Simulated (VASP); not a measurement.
Set up this calculation in VASP 6.6.1, as the native input.

* Task: single point
* Functional: PBE
* Potentials or basis: VASP PAW PBE potentials, release 64 (Ti_sv, Si)
* Cutoff: 520 eV
* k mesh: 12 × 12 × 12
* Occupations: gaussian, width 0.15 eV
* Spin: no spin polarisation
* Dipole correction: no
* Further INCAR settings: ALGO = Normal; EDIFF = 1e-06; NBANDS = 29

The structure of TiSi2 lies in POSCAR:

```
TiSi2
1.0
    1.8197528529     -6.9569908547      0.0000000000
    1.8197528529      6.9569908547      0.0000000000
    0.0000000000      0.0000000000      3.6720367675
Ti Si
2 4
Direct
    0.8968075258      0.1031924742      0.7500000000
    0.1031924742      0.8968075258      0.2500000000
    0.5591373591      0.4408626409      0.7500000000
    0.4408626409      0.5591373591      0.2500000000
    0.2498287182      0.7501712818      0.7500000000
    0.7501712818      0.2498287182      0.2500000000
```

The input as run:

INCAR

```
SYSTEM = TiSi2
PREC = Accurate
ENCUT = 520
EDIFF = 1E-6
ISMEAR = 0
SIGMA = 0.15
LREAL = .False.
LASPH = .True.
NELM = 100
ALGO = Normal
ISIF = 2
LWAVE = .False.
LCHARG = .True.
GGA = PE
LELF = .True.
LVHAR = .True.
NBANDS = 29
```

KPOINTS

```
Automatic mesh
0
Gamma
  12 12 12
  0 0 0
```

Potentials or basis: VASP PAW PBE potentials, release 64 (Ti_sv, Si).

Command:

```bash
$ cat potpaw_PBE.64/Ti_sv/POTCAR potpaw_PBE.64/Si/POTCAR > POTCAR
$ mpirun -np 1 vasp_std > vasp.out
```

It gave:

| Item | Value |
| --- | --- |
| Pressure | -9.0 GPa |
| Largest force | 0.190 eV/Å |
| Band gap on the k mesh | zero (bands 20 and 21 overlap by 0.91 eV) |

Caveat: the cell stands under tension.

It took 18 min on 1 thread of Intel(R) Xeon(R) Platinum 8488C (Sapphire Rapids), with other jobs on the host, peak memory 0.76 GiB.
